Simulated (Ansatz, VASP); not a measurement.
SiC in VASP and in Ansatz

```
CELL_PARAMETERS angstrom
3.09194 0.00000 0.00000
-1.54597 2.67770 0.00000
0.00000 0.00000 5.07429
ATOMIC_POSITIONS crystal
Si 0.33333 0.66667 0.49958
Si 0.66667 0.33333 0.99958
C 0.33333 0.66667 0.87542
C 0.66667 0.33333 0.37542
```

Alike in both runs: functional PBE; k mesh 12 × 12 × 6; occupations gaussian, width 0.02 eV; no spin polarisation.

Ansatz relaxed the structure, and its values are those at the end. VASP's run is a single point on that final structure, the one shown.

```csv
,VASP,Ansatz
version,VASP 6.6.1,Ansatz 0.2.0
potentials or method,"VASP PAW PBE potentials, release 64 (Si, C), cutoff 520 eV","scalar-relativistic, plane waves, PAW"
valence electrons in the cell,16,16
```

```csv
,VASP,Ansatz,Ansatz less VASP
gap on the k mesh at the Fermi level (eV),2.30,2.31,+0.004
least direct gap on the mesh (eV),3.94,3.94,+0.003
pressure (GPa),0.0,0.0,+0.05
```

With one functional, cell and mesh, what is left measures potentials, basis and numerics.
